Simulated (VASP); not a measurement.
Input of a VASP 6.6.1 run:

Contents of INCAR:

```
SYSTEM = Si4F
ALGO = Normal ; EDIFF = 1E-7
ENCUT = 520 ; GGA = PE
ISIF = 2 ; ISMEAR = 0
LASPH = .TRUE. ; LCHARG = .FALSE.
LREAL = .FALSE. ; LWAVE = .FALSE.
NBANDS = 20 ; NELM = 60
PREC = Accurate ; SIGMA = 0.1
```

The input KPOINTS:

```
k-points
0
G
  10 10 10
  0 0 0
```

POSCAR

```
Si4F
1.0
   -2.7472818990      2.7472818990      2.7472818990
    2.7472818990     -2.7472818990      2.7472818990
    2.7472818990      2.7472818990     -2.7472818990
Si F
4 1
Direct
    0.5000000000      0.5000000000      0.5000000000
    0.5000000000      0.0000000000      0.0000000000
    0.0000000000      0.0000000000      0.5000000000
    0.0000000000      0.5000000000      0.0000000000
    0.0000000000      0.0000000000      0.0000000000
```

Potentials or basis: VASP PAW PBE potentials, release 64 (Si, F).

Command:

```bash
$ cat potpaw_PBE.64/Si/POTCAR potpaw_PBE.64/F/POTCAR > POTCAR
$ mpirun -np 1 vasp_std > vasp.out
```

Question: Estimate the pressure.

Answer: -0.1 GPa.

Question: Predict the band gap on the k mesh.

Answer: Zero (an odd number of electrons rules out a gap without spin polarisation).

Caveat: an odd number of electrons without spin polarisation forces a metal; a magnetic or distorted state may lie lower.
